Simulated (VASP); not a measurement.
# SnSe in VASP: further runs

The runs below take SnSe through single point, with PBE+D3(BJ).

Program: VASP 6.6.1. These are calculated values, not measurements. Logs are shortened: lines on timing, memory, paths and dates and some standing lists are left out, and cuts for length are marked.

### 1 The cell of the first run

The typed cell holds 8 atoms: a = 10.272 Å, b = 3.760 Å, c = 3.911 Å, α = 90.00°, β = 90.00°, γ = 90.00°.

### 2 Single point, PBE+D3(BJ) (18.88 Å³/atom)

INCAR reads:

```
SYSTEM = SnSe
  ALGO = Normal
  EDIFF = 1E-6
  ENCUT = 520
  GGA = PE
  ISIF = 2
  ISMEAR = 0
  IVDW = 12
  LASPH = .TRUE.
  LCHARG = .FALSE.
  LREAL = .FALSE.
  LWAVE = .FALSE.
  NBANDS = 50
  NELM = 60
  PREC = Accurate
  SIGMA = 0.05
```

KPOINTS reads:

```
k-points
0
G
  4 8 8
  0 0 0
```

POSCAR reads:

```
SnSe
1.0
   10.2717318428      0.0000000000      0.0000000000
    0.0000000000      3.7601779039      0.0000000000
    0.0000000000      0.0000000000      3.9106339344
Sn Se
4 4
Direct
    0.1134134472      0.2500000000      0.0000211973
    0.3865865528      0.7500000000      0.5000211973
    0.6134134472      0.2500000000      0.4999788027
    0.8865865528      0.7500000000      0.9999788027
    0.3660828767      0.2500000000      0.0000060361
    0.1339171233      0.7500000000      0.5000060361
    0.8660828767      0.2500000000      0.4999939639
    0.6339171233      0.7500000000      0.9999939639
```

Potentials or basis: VASP PAW PBE potentials, release 64 (Sn_d, Se).

Started as:

```
$ cat potpaw_PBE.64/Sn_d/POTCAR potpaw_PBE.64/Se/POTCAR > POTCAR
$ mpirun -np 1 vasp_std > vasp.out
```

OUTCAR:

```text
SYSTEM = SnSe
   EDIFF = 1E-6
   ENCUT = 520
   GGA = PE
   ISIF = 2
   ISMEAR = 0
   IVDW = 12
   LASPH = .TRUE.
   LREAL = .FALSE.
   NELM = 60
   PREC = Accurate
 IVDW          = 12

 ion  position               nearest neighbor table
   1  0.113  0.250  0.000-   5 2.60   6 2.72   6 2.72   6 2.72   6 2.72   4 2.99   4 2.99   7 3.21
                             7 3.21
   2  0.387  0.750  0.500-   6 2.60   5 2.72   5 2.72   5 2.72   5 2.72   3 2.99   3 2.99   8 3.21
                             8 3.21
   3  0.613  0.250  0.500-   7 2.60   8 2.72   8 2.72   8 2.72   8 2.72   2 2.99   2 2.99   5 3.21
                             5 3.21
   4  0.887  0.750  1.000-   8 2.60   7 2.72   7 2.72   7 2.72   7 2.72   1 2.99   1 2.99   6 3.21
                             6 3.21
   5  0.366  0.250  0.000-   1 2.60   2 2.72   2 2.72   2 2.72   2 2.72   3 3.21   3 3.21
   6  0.134  0.750  0.500-   2 2.60   1 2.72   1 2.72   1 2.72   1 2.72   4 3.21   4 3.21
   7  0.866  0.250  0.500-   3 2.60   4 2.72   4 2.72   4 2.72   4 2.72   1 3.21   1 3.21
   8  0.634  0.750  1.000-   4 2.60   3 2.72   3 2.72   3 2.72   3 2.72   2 3.21   2 3.21

  LATTYP: Found a simple orthorhombic cell.
 ALAT       =     3.7601779039
 B/A-ratio  =     1.0400130085
 C/A-ratio  =     2.7317143245

  Lattice vectors:

 A1 = (   0.0000000000,   3.7601779039,   0.0000000000)
 A2 = (   0.0000000000,   0.0000000000,   3.9106339344)
 A3 = (  10.2717318428,   0.0000000000,   0.0000000000)

Analysis of symmetry for initial positions (statically):
=====================================================================
 Subroutine PRICEL returns:
 Original cell was already a primitive cell.

 Routine SETGRP: Setting up the symmetry group for a
 simple orthorhombic supercell.

 Subroutine GETGRP returns: Found  8 space group operations
 (whereof  2 operations were pure point group operations)
 out of a pool of  8 trial point group operations.

The static configuration has the point symmetry S_2 .
 The point group associated with its full space group is D_2h.

Analysis of symmetry for dynamics (positions and initial velocities):
=====================================================================
 Subroutine PRICEL returns:
 Original cell was already a primitive cell.

 Routine SETGRP: Setting up the symmetry group for a
 simple orthorhombic supercell.

 Subroutine GETGRP returns: Found  8 space group operations
 (whereof  2 operations were pure point group operations)
 out of a pool of  8 trial point group operations.

The dynamic configuration has the point symmetry S_2 .
 The point group associated with its full space group is D_2h.

 Subroutine INISYM returns: Found  8 space group operations
 (whereof  2 operations are pure point group operations),
 and found     1 'primitive' translations

----------------------------------------------------------------------------------------

                                     Primitive cell

  volume of cell :     151.0425

  direct lattice vectors                    reciprocal lattice vectors
    10.271731843  0.000000000  0.000000000     0.097354566  0.000000000  0.000000000
     0.000000000  3.760177904  0.000000000     0.000000000  0.265944864  0.000000000
     0.000000000  0.000000000  3.910633934     0.000000000  0.000000000  0.255713017

  length of vectors
    10.271731843  3.760177904  3.910633934     0.097354566  0.265944864  0.255713017

  position of ions in fractional coordinates (direct lattice)
     0.113413447  0.250000000  0.000021197
     0.386586553  0.750000000  0.500021197
     0.613413447  0.250000000  0.499978803
     0.886586553  0.750000000  0.999978803
     0.366082877  0.250000000  0.000006036
     0.133917123  0.750000000  0.500006036
     0.866082877  0.250000000  0.499993964
     0.633917123  0.750000000  0.999993964

  ion indices of the primitive-cell ions
   primitive index   ion index
                 1           1
                 2           2
                 3           3
                 4           4
                 5           5
                 6           6
                 7           7
                 8           8

----------------------------------------------------------------------------------------

 KPOINTS: k-points

Automatic generation of k-mesh.
 Grid dimensions read from file:
 generate k-points for:    4    8    8

 Generating k-lattice:

  Cartesian coordinates                     Fractional coordinates (reciprocal lattice)
     0.024338642  0.000000000  0.000000000     0.250000000  0.000000000  0.000000000
     0.000000000  0.033243108  0.000000000     0.000000000  0.125000000  0.000000000
     0.000000000  0.000000000  0.031964127     0.000000000  0.000000000  0.125000000

  Length of vectors
     0.024338642  0.033243108  0.031964127

  Shift w.r.t. Gamma in fractional coordinates (k-lattice)
     0.000000000  0.000000000  0.000000000

 Subroutine IBZKPT returns following result:
 ===========================================

 Found     75 irreducible k-points:

 Following reciprocal coordinates:
            Coordinates               Weight
  0.000000  0.000000  0.000000      1.000000
  0.250000  0.000000  0.000000      2.000000
  0.500000  0.000000  0.000000      1.000000
  0.000000  0.125000  0.000000      2.000000
  0.250000  0.125000  0.000000      4.000000
  0.500000  0.125000  0.000000      2.000000
[... 16 lines left out ...]
  0.250000  0.250000  0.125000      8.000000
  0.500000  0.250000  0.125000      4.000000
 [... further k-points ...]
   k-points           NKPTS =     75   k-points in BZ     NKDIM =     75   number of bands    NBANDS=     50
   number of dos      NEDOS =    301   number of ions     NIONS =      8
   total plane-waves  NPLWV =  67200
   dimension x,y,z NGX =    80 NGY =   28 NGZ =   30
   dimension x,y,z NGXF=   160 NGYF=   56 NGZF=   60
   ions per type =               4   4
   NGX,Y,Z   is equivalent  to a cutoff of  12.95, 12.38, 12.75 a.u.
   NGXF,Y,Z  is equivalent  to a cutoff of  25.90, 24.76, 25.51 a.u.
 SYSTEM =  SnSe
   PREC   = accura    normal or accurate (medium, high low for compatibility)
   ISTART =      0    job   : 0-new  1-cont  2-samecut
   ICHARG =      2    charge: 1-file 2-atom 10-const
   ISPIN  =      1    spin polarized calculation?
   LNONCOLLINEAR =      F non collinear calculations
   LSORBIT =      F    spin-orbit coupling
   LASPH  =      T    aspherical Exc in radial PAW
   ENCUT  =  520.0 eV  38.22 Ry    6.18 a.u.  19.10  6.99  7.27*2*pi/ulx,y,z
   NELM   =     60;   NELMIN=  2; NELMDL= -5     # of ELM steps
   EDIFF  = 0.1E-05   stopping-criterion for ELM
   LREAL  =      F    real-space projection
   EDIFFG = 0.1E-04   stopping-criterion for IOM
   NSW    =      0    number of steps for IOM
   IBRION =     -1    ionic relax: 0-MD 1-quasi-New 2-CG
   NFREE  =      0    steps in history (QN), initial steepest desc. (CG)
   ISIF   =      2    stress and relaxation
   ISYM   =      2    0-nonsym 1-usesym 2-fastsym
   POTIM  = 0.5000    time-step for ionic-motion
   TEBEG  =    0.0;   TEEND  =   0.0 temperature during run
   PSTRESS=    0.0 pullay stress
   NELECT =      80.0000    total number of electrons
   NUPDOWN=      -1.0000    fix difference up-down
   EMIN   =  10.00;   EMAX   =-10.00  energy-range for DOS
   EFERMI =   0.00;   METHOD = LEGACY
   ISMEAR =     0;   SIGMA  =   0.05  broadening in eV -4-tet -1-fermi 0-gaus
   EFERMI_NEDOS =   21; number of points for ismear=-14 and -15
   IALGO  =     38    algorithm
   IMIX   =      4    mixing-type and parameters
     AMIX     =   0.40;   BMIX     =  1.00
     AMIX_MAG =   1.60;   BMIX_MAG =  1.00
  volume/ion in A,a.u.               =      18.88       127.41
  Fermi-wavevector in a.u.,A,eV,Ry     =   1.324560  2.503056 23.870879  1.754460
  Thomas-Fermi vector in A             =   2.454086
   LORBIT       =      0    0 simple, 1 ext, 2 COOP (PROOUT), +10 PAW based schemes
   GGA     = PE    functional components
   LHFCALC =     F    Hartree Fock is set to
   AEXX    =    0.0000 exact exchange contribution
   IVDW    =    12    specifies the selected vdW correction
   LEPSILON=     F    determine dielectric tensor
   LRPA    =     F    only Hartree local field effects (RPA)
 non-spin polarized calculation
 Gauss-broadening in eV      SIGMA  =   0.05
  energy-cutoff  :      520.00
  volume of cell :      151.04
 maximum number of plane-waves:      4102
 NGX is ok and might be reduce to    80
   NGX = 39   NGY = 13   NGZ = 15

 number of electron      80.0000001 magnetization

 Free energy of the ion-electron system (eV)
  ---------------------------------------------------
  ext. energy  EPLUGINS =         0.00000000
  ---------------------------------------------------
  free energy    TOTEN  =       -27.73842837 eV

  energy without entropy =      -27.73803033  energy(sigma->0) =      -27.73822935

 E-fermi :  10.3201     XC(G=0): -11.4353

 val. band max:       10.2487581788   @ k =   0.0000   0.0000   0.3750
 cond. band min:      10.3289387617   @ k =   0.0000   0.0000   0.2500
 fundamental gap:      0.0801805829
 Fermi energy:        10.3200845603

 k-point     1 :       0.0000    0.0000    0.0000
  band No.  band energies     occupation
      1     -11.8501      2.00000
      2     -11.8191      2.00000
      3     -11.8157      2.00000
      4     -11.7933      2.00000
      5     -11.7897      2.00000
      6     -11.7777      2.00000
[... 42 lines left out ...]
     49      15.2149      0.00000
     50      15.6778      0.00000

 k-point     2 :       0.2500    0.0000    0.0000
  band No.  band energies     occupation
      1     -11.8450      2.00000
      2     -11.8199      2.00000
      3     -11.8157      2.00000
      4     -11.7974      2.00000
      5     -11.7905      2.00000
      6     -11.7809      2.00000
[... 42 lines left out ...]
     49      14.9976      0.00000
     50      16.2450      0.00000

 k-point     3 :       0.5000    0.0000    0.0000
  band No.  band energies     occupation
      1     -11.8324      2.00000
      2     -11.8324      2.00000
      3     -11.8068      2.00000
      4     -11.8068      2.00000
      5     -11.7873      2.00000
      6     -11.7873      2.00000
[... 42 lines left out ...]
     49      15.4977      0.00000
     50      15.4977      0.00000

 k-point     4 :       0.0000    0.1250    0.0000
  band No.  band energies     occupation
      1     -11.8420      2.00000
      2     -11.8130      2.00000
      3     -11.8088      2.00000
      4     -11.8055      2.00000
      5     -11.7763      2.00000
      6     -11.7655      2.00000
[... 999 lines left out ...]
 k-point    23 :       0.2500    0.2500    0.1250
  band No.  band energies     occupation
      1     -11.8273      2.00000
      2     -11.8160      2.00000
      3     -11.7988      2.00000
      4     -11.7841      2.00000
      5     -11.7642      2.00000
      6     -11.7630      2.00000
[... 42 lines left out ...]
     49      14.9574      0.00000
     50      14.9715      0.00000

 k-point    24 :       0.5000    0.2500    0.1250
  band No.  band energies     occupation
      1     -11.8222      2.00000
      2     -11.8222      2.00000
      3     -11.7920      2.00000
      4     -11.7920      2.00000
      5     -11.7633      2.00000
      6     -11.7633      2.00000
[... 42 lines left out ...]
     49      14.4568      0.00000
     50      14.4569      0.00000

 [... further k-points ...]

------------------------ aborting loop because EDIFF is reached ----------------------------------------

 Edisp (eV)   -4.10203

 E8    (eV) :    -1.8389

  FORCE on cell =-STRESS in cart. coord.  units (eV):
  Direction    XX          YY          ZZ          XY          YZ          ZX
  --------------------------------------------------------------------------------------
  -------------------------------------------------------------------------------------
  Total      28.65130    28.55100    28.54776     0.00000     0.00000     0.00000
  in kB     303.91746   302.85350   302.81920     0.00000     0.00000     0.00000
  external pressure =      303.20 kB  Pullay stress =        0.00 kB

 VOLUME and BASIS-vectors are now :
 -----------------------------------------------------------------------------
  energy-cutoff  :      520.00
  volume of cell :      151.04
      direct lattice vectors                 reciprocal lattice vectors
    10.271731843  0.000000000  0.000000000     0.097354566  0.000000000  0.000000000
     0.000000000  3.760177904  0.000000000     0.000000000  0.265944864  0.000000000
     0.000000000  0.000000000  3.910633934     0.000000000  0.000000000  0.255713017

 POSITION                                       TOTAL-FORCE (eV/Angst)
 -----------------------------------------------------------------------------------
      1.16495      0.94004      0.00008        -0.019972     -0.000000     -0.000171
      3.97091      2.82013      1.95540         0.019972      0.000000     -0.000171
      6.30082      0.94004      1.95523        -0.019972     -0.000000      0.000171
      9.10678      2.82013      3.91055         0.019972      0.000000      0.000171
      3.76031      0.94004      0.00002         0.020212      0.000000      0.000158
      1.37556      2.82013      1.95534        -0.020212     -0.000000      0.000158
      8.89617      0.94004      1.95529         0.020212      0.000000     -0.000158
      6.51143      2.82013      3.91061        -0.020212      0.000000     -0.000158
 -----------------------------------------------------------------------------------
    total drift:                               -0.000000      0.000000     -0.000000

  FREE ENERGIE OF THE ION-ELECTRON SYSTEM (eV)
  ---------------------------------------------------
  free  energy   TOTEN  =       -31.8404618553 eV

  energy  without entropy=      -31.8400638109  energy(sigma->0) =      -31.84026283
```

Run time: 4.3 min. Hardware: 1 thread of Intel Xeon 6975P-C (Granite Rapids), shared host; peak memory 0.53 GiB.

What came out:

| Property | Result |
| --- | --- |
| Free energy | -31.8405 eV |
| Pressure | 30.3 GPa |
| Largest force | 0.020 eV/Å |
| Band gap on the k mesh | zero (bands 40 and 41 overlap by 0.79 eV) |
| Dispersion energy per atom | -0.513 eV |

Forces on the atoms (eV/Å):
```
Sn  -0.020  0.000  0.000
Sn   0.020  0.000  0.000
Sn  -0.020  0.000  0.000
Sn   0.020  0.000  0.000
Se   0.020  0.000  0.000
Se  -0.020  0.000  0.000
Se   0.020  0.000  0.000
Se  -0.020  0.000  0.000
```

Stress tensor (GPa, compression positive):
```
30.39  0.00  0.00
 0.00 30.29  0.00
 0.00  0.00 30.28
```

Caveat: the cell stands under pressure; semilocal functionals underestimate gaps, so a narrow gap can read as zero; spin-orbit coupling is left out, which moves the levels of the heavy elements.

(Continued in part 2 of 2.)
